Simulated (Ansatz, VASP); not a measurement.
## Nb in VASP and in Ansatz

The input INCAR:

```
SYSTEM = Nb
PREC     = Accurate       ! precision mode
ENCUT    = 520            ! plane-wave cutoff, eV
EDIFF    = 1E-7           ! SCF threshold, eV
ISMEAR   = -1             ! smearing method
SIGMA    = 0.1            ! smearing width, eV
LREAL    = .False.        ! projectors in reciprocal space
LASPH    = .True.         ! aspherical terms in the spheres
NELM     = 100            ! most SCF steps
ALGO     = Normal         ! electronic algorithm
ISIF     = 2              ! what is computed and relaxed
LWAVE    = .False.        ! write WAVECAR
LCHARG   = .True.         ! write CHGCAR
GGA      = PE             ! functional
LELF     = .True.         ! ELF
LVHAR    = .True.       
NBANDS   = 20             ! bands
```

KPOINTS

```
Automatic mesh
0
Gamma
  10 10 10
  0 0 0
```

POSCAR

```
Nb
1.0
    0.0000000000      2.9969481189      2.9969481189
    2.9969481189      0.0000000000      2.9969481189
    2.9969481189      2.9969481189      0.0000000000
Nb
2
Direct
    0.1250000000      0.1250000000      0.1250000000
    0.8750000000      0.8750000000      0.8750000000
```

Input for Ansatz:

```yaml
crystal:
  lattice:
    - [0.0, 2.9969481189, 2.9969481189]
    - [2.9969481189, 0.0, 2.9969481189]
    - [2.9969481189, 2.9969481189, 0.0]
  atoms:
    - { symbol: Nb, position: [0.125, 0.125, 0.125] }
    - { symbol: Nb, position: [0.875, 0.875, 0.875] }
hamiltonian:
  xc: pbe
  pseudopotentials:
    kind: paw
    azcp:
      Nb: "pseudopotentials/Nb.paw.azcp"
basis:
  ecutwfc: 420
  fft_grid_basis: typed
kpoints:
  mp_grid: { grid: [10, 10, 10], shift: [0, 0, 0] }
magnetization:
  spin_polarized: false
scf:
  occupations: { method: fermi_dirac, width: 0.1 }
  lower_state_search: "off"
output:
  stress: true
  write_density: true
  write_potential: true
  elf: true
  volumetric_format: npy
```

Alike in both runs: task single point; functional PBE; k mesh 10 × 10 × 10; occupations fermi-dirac, width 0.1 eV; no spin polarisation.

|  | VASP | Ansatz |
| --- | --- | --- |
| version | VASP 6.6.1 | Ansatz 0.2.0 |
| potentials or method | VASP PAW PBE potentials, release 64 (Nb_sv), cutoff 520 eV | plane waves (420 eV) with PAW, scalar-relativistic |
| valence electrons in the cell | 26 | 26 |

```csv
,VASP,Ansatz,Ansatz less VASP
pressure (GPa),-2.4,-2.4,+0.03
```
